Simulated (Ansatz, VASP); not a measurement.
**One calculation of Si11O24, two programs**

```
CELL_PARAMETERS angstrom
0.00000 0.00000 8.62857
-7.64896 4.41613 0.00000
0.00000 -8.83225 0.00000
ATOMIC_POSITIONS crystal
Si 0.93609 0.33333 0.00000
Si 0.93662 0.66667 0.66667
Si 0.56924 0.00000 0.33333
Si 0.56069 0.33333 0.00000
Si 0.56203 0.66667 0.66667
Si 0.06143 0.32679 0.33416
Si 0.06143 0.67403 0.00654
Si 0.06143 0.99917 0.65930
Si 0.43711 0.33254 0.33444
Si 0.43711 0.66857 0.00080
Si 0.43711 0.99889 0.66476
O 0.99660 0.79343 0.20933
O 0.00075 0.14103 0.85617
O 0.99845 0.47113 0.52677
O 0.50725 0.19447 0.38799
O 0.49633 0.52675 0.05381
O 0.49812 0.86059 0.72159
O 0.50725 0.94535 0.47315
O 0.49633 0.27952 0.13961
O 0.49812 0.61175 0.80567
O 0.99660 0.12401 0.25077
O 0.00075 0.47716 0.95153
O 0.99845 0.80656 0.61102
O 0.49812 0.52767 0.47275
O 0.50725 0.86018 0.13886
O 0.49633 0.19372 0.80658
O 0.76340 0.00000 0.33333
O 0.74853 0.33333 0.00000
O 0.74910 0.66667 0.66667
O 0.24966 0.32748 0.33956
O 0.24966 0.67875 0.00585
O 0.24966 0.99377 0.65459
O 0.00075 0.38181 0.19230
O 0.99845 0.72231 0.86220
O 0.99660 0.08256 0.53990
```

Change from the starting cell: Si vacancy (site f), charge +0, atoms relaxed at the host's cell.

Alike in both runs: functional PBE; k mesh 2 × 2 × 2; occupations gaussian, width 0.01 eV; collinear spin.

Ansatz relaxed the structure, and its values are those at the end. VASP's run is a single point on that final structure, the one shown.

```csv
,VASP,Ansatz
version,VASP 6.6.1,Ansatz 0.2.0
potentials or method,"VASP PAW PBE potentials, release 64 (Si, O), cutoff 520 eV","scalar-relativistic, plane waves, PAW"
valence electrons in the cell,188,188
```

```tsv
	VASP	Ansatz	Ansatz less VASP
gap on the k mesh at the Fermi level (eV)	0.18	0.18	+0.002
least direct gap on the mesh (eV)	0.18	0.18	+0.002
rms of the force components (eV/Å)	0.021	0.003	-0.0180
net moment per atom (μB)	0.11	0.11	0.000
size of the moment on the site where the two differ most (μB)	0.69	0.65	-0.048
```

Site moments also hang on the region over which each program counts them. With one functional, cell and mesh, what is left measures potentials, basis and numerics.
